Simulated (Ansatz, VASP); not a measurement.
**One calculation of In, two programs**

File INCAR:

```
ALGO     = Fast           # electronic algorithm
EDIFF    = 1E-6           # SCF threshold, eV
ENCUT    = 520            # plane-wave cutoff, eV
GGA      = PS             # functional
ISIF     = 2              # what is computed and relaxed
ISMEAR   = 0              # smearing method
LASPH    = True           # aspherical terms in the spheres
LCHARG   = False          # write CHGCAR
LREAL    = False          # projectors in reciprocal space
LWAVE    = False          # write WAVECAR
NBANDS   = 12             # bands
NELM     = 60             # most SCF steps
PREC     = Accurate       # precision mode
SIGMA    = 0.15           # smearing width, eV
```

File KPOINTS:

```
k-points
0
Gamma
  20 20 20
```

File POSCAR:

```
In
1.0
   -1.7248831921      1.7248831921      2.2423481498
    1.7248831921     -1.7248831921      2.2423481498
    1.7248831921      1.7248831921     -2.2423481498
In
1
Direct
    0.0000000000      0.0000000000      0.0000000000
```

Input for Ansatz:

```yaml
crystal:
  lattice:
    - [-1.7248831921, 1.7248831921, 2.2423481498]
    - [1.7248831921, -1.7248831921, 2.2423481498]
    - [1.7248831921, 1.7248831921, -2.2423481498]
  atoms:
    - { symbol: In, position: [0.0, 0.0, 0.0] }
basis:
  ecutwfc: 420
kpoints:
  mp_grid: { grid: [20, 20, 20] }
hamiltonian:
  xc: pbesol
scf:
  occupations: { method: gaussian, width: 0.15 }
output:
  forces: true
  stress: true
  eigenvalues: true
```

Alike in both runs: task single point; functional PBEsol; k mesh 20 × 20 × 20; occupations gaussian, width 0.15 eV; no spin polarisation.

|  | VASP | Ansatz |
| --- | --- | --- |
| version | VASP 6.6.1 | Ansatz 0.2.0 |
| potentials or method | VASP PAW PBE potentials, release 64 (In_d), cutoff 520 eV | scalar-relativistic, plane waves, PAW |
| valence electrons in the cell | 13 | 13 |

|  | VASP | Ansatz | Ansatz less VASP |
| --- | --- | --- | --- |
| gap on the k mesh at the Fermi level (eV) | none | none | - |
| pressure (GPa) | -1.7 | -1.7 | +0.01 |
| traceless stress, the component that is largest in VASP (GPa) | 0.14 | 0.14 | -0.001 |

VASP's potentials were made for PBE, not for PBEsol. A gap of «none» marks a metal or a gap that the smearing closes.
